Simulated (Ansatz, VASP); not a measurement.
# One calculation of SnSe, two programs

```
Sn Se
1.0
     2.15500   -5.85250    0.00000
     2.15500    5.85250    0.00000
     0.00000    0.00000    4.31800
Sn Se
2 2
Direct
  0.88000 0.12000 0.25000
  0.12000 0.88000 0.75000
  0.64400 0.35600 0.25000
  0.35600 0.64400 0.75000
```

Alike in both runs: task single point; functional PBE; k mesh 10 × 10 × 10; occupations gaussian, width 0.05 eV; no spin polarisation.

|  | VASP | Ansatz |
| --- | --- | --- |
| version | VASP 6.6.1 | Ansatz 0.2.0 |
| potentials or method | VASP PAW PBE potentials, release 64 (Sn_d, Se), cutoff 520 eV | scalar-relativistic, plane waves, PAW |
| valence electrons in the cell | 40 | 60 |

```tsv
	VASP	Ansatz	Ansatz less VASP
gap on the k mesh at the Fermi level (eV)	0.42	0.43	+0.009
pressure (GPa)	-0.5	-0.5	-0.03
traceless stress, the component that is largest in VASP (GPa)	0.68	0.66	-0.018
rms of the force components (eV/Å)	0.106	0.111	+0.0052
```

Atom by atom the forces differ by 0.006 eV/Å (rms over components). The functional is the same, so the differences come from potentials, cutoffs and numerics. VASP's potentials hold 40 valence electrons a cell and Ansatz's 60, so a difference there can come from the potentials and not from the codes.
